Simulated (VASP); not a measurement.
The system is Sb.

```
Sb
1.0
     2.15420    1.24373    3.75800
    -2.15420    1.24373    3.75800
     0.00000   -2.48746    3.75800
Sb
2
Direct
  0.76651 0.76651 0.76651
  0.23349 0.23349 0.23349
```

Base run:

```yaml
Program: VASP 6.6.1
Functional: PBE
Potentials_or_basis: VASP PAW PBE potentials, release 64 (Sb)
Cutoff: 520 eV
k_mesh: 8 × 8 × 8
Occupations: gaussian, width 0.012 eV
Spin: no spin polarisation
```

Its results: band gap on the k mesh zero (band 5 reaches 7.38 eV, above the bottom of band 6 at 7.08 eV); pressure 2.8 GPa; largest force 0.185 eV/Å.

The run is repeated on the same cell with these changes: functional from PBE to SVWN5; occupations from gaussian, width 0.012 eV to methfessel-paxton, width 0.05 eV. What comes out?

Band gap on the k mesh zero (band 5 reaches 7.02 eV, above the bottom of band 6 at 6.71 eV); pressure -0.9 GPa; largest force 0.059 eV/Å.

Caveats: spin-orbit coupling is left out, which moves the levels of the heavy elements; the PAW data sets were made with another functional, which shifts forces and pressure a little (some runs).
